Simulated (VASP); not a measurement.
RuCl:

```
CELL_PARAMETERS angstrom
3.41795 0.00000 0.00000
0.00000 3.41795 0.00000
0.00000 0.00000 3.41795
ATOMIC_POSITIONS crystal
Ru 0.50000 0.50000 0.50000
Cl 0.00000 0.00000 0.00000
```

```yaml
Program: VASP 6.6.1
Task: relaxation of cell and atoms
Functional: PBE
Potentials_or_basis: VASP PAW PBE potentials, release 64 (Ru_pv, Cl)
Cutoff: 600 eV
k_mesh: 6 × 6 × 6
Occupations: gaussian, width 0.1 eV
Spin: collinear spin, ferromagnetic start
Starting_moments: "[1.0, 0.0] μB"
```

At the start: pressure -7.8 GPa; volume 19.96 Å³/atom.

Task: How do energy, volume and symmetry change on relaxing?

Result: Over 7 steps the energy falls by 178.0 meV/atom and the volume is 14.61 Å³/atom (-26.8 %); space group Pm-3m (No. 221, to 0.05 Å); moment 0.00 μB per cell.

Step by step:
```csv
step,energy change (eV),largest force (eV/Å),pressure (GPa),volume (Å³)
1,0.0000,0.0000,-7.83,39.93
2,-0.0871,0.0000,-13.28,34.56
3,1.3004,0.0000,92.78,21.36
4,-0.2861,0.0000,-8.37,31.75
5,-0.3481,0.0000,3.51,28.55
6,-0.3558,0.0000,-0.50,29.40
7,-0.3559,0.0000,0.32,29.22
```

Final structure:
```cif
data_structure
_symmetry_space_group_name_H-M 'P 1'
_symmetry_Int_Tables_number 1
_cell_length_a 3.0799
_cell_length_b 3.0799
_cell_length_c 3.0799
_cell_angle_alpha 90.000
_cell_angle_beta 90.000
_cell_angle_gamma 90.000
_cell_volume 29.22
loop_
_atom_site_label
_atom_site_type_symbol
_atom_site_fract_x
_atom_site_fract_y
_atom_site_fract_z
_atom_site_occupancy
Ru1 Ru 0.50000 0.50000 0.50000 1
Cl1 Cl 0.00000 0.00000 0.00000 1
```

Caveat: the volume moved by over 15 % at a fixed basis, so the end points are rough.
